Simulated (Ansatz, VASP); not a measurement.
**Two plane-wave programs on PIr**

File INCAR:

```
SYSTEM = PIr
ALGO = Normal ; EDIFF = 1E-8
ENCUT = 520 ; GGA = PE
GGA_COMPAT = .False. ; ISIF = 2
ISMEAR = -1 ; LASPH = .True.
LCHARG = .False. ; LEFG = .True.
LMAXMIX = 4 ; LORBIT = 11
LORBMOM = .True. ; LREAL = .False.
LSORBIT = .True. ; LWAVE = .False.
MAGMOM = 0 0 0 0 0 0 ; NBANDS = 26
NELM = 150 ; PREC = Accurate
SIGMA = 0.05
```

File KPOINTS:

```
k-points
0
Gamma
  13 13 13
  0 0 0
```

File POSCAR:

```
PIr
1.0
    0.0000000000      2.4648029302      2.4648029302
    2.4648029302      0.0000000000      2.4648029302
    2.4648029302      2.4648029302      0.0000000000
Ir P
1 1
Direct
    0.0000000000      0.0000000000      0.0000000000
    0.5000000000      0.5000000000      0.5000000000
```

Input for Ansatz:

```yaml
crystal:
  lattice:
    - [0.0, 2.4648029302, 2.4648029302]
    - [2.4648029302, 0.0, 2.4648029302]
    - [2.4648029302, 2.4648029302, 0.0]
  atoms:
    - { symbol: Ir, position: [0.0, 0.0, 0.0] }
    - { symbol: P, position: [0.5, 0.5, 0.5] }
kpoints:
  mp_grid: { grid: [13, 13, 13] }
  band_path:
    path:
      - [0.0, 0.0, 0.0]
      - [0.5, 0.0, 0.5]
      - [0.625, 0.25, 0.625]
      - [0.375, 0.375, 0.75]
      - [0.0, 0.0, 0.0]
      - [0.5, 0.5, 0.5]
      - [0.5, 0.25, 0.75]
      - [0.5, 0.0, 0.5]
    npoints: 5
scf:
  occupations: { method: fermi_dirac, width: 0.05 }
hamiltonian:
  xc: pbe
  pseudopotentials: { kind: paw_fr }
output:
  forces: true
  stress: true
  eigenvalues: true
  efg: { contact_densities: true }
magnetization:
  noncollinear: true
  spin_orbit: true
```

Alike in both runs: task electric field gradients; functional PBE; k mesh 13 × 13 × 13; occupations fermi-dirac, width 0.05 eV; non-collinear spin, spin-orbit coupling.

|  | VASP | Ansatz |
| --- | --- | --- |
| version | VASP 6.6.1 | Ansatz 0.2.0 |
| potentials or method | VASP PAW PBE potentials, release 64 (Ir, P) | PAW with Ansatz's default frozen-core files, fully relativistic files with spin-orbit coupling |
| plane-wave cutoff (eV) | 520 | 420 |
| valence electrons in the cell | 14 | 22 |

Ansatz gave:

| Quantity | Value |
| --- | --- |
| pressure (GPa) | 1.2 |
| net moment per atom (μB) | 0.00 |

Problem. Estimate VASP's values.

Solution. Pressure (GPa): 1.7; net moment per atom (μB): 0.00.

VASP's potentials hold 14 valence electrons a cell and Ansatz's 22, so a difference there can come from the potentials and not from the codes.
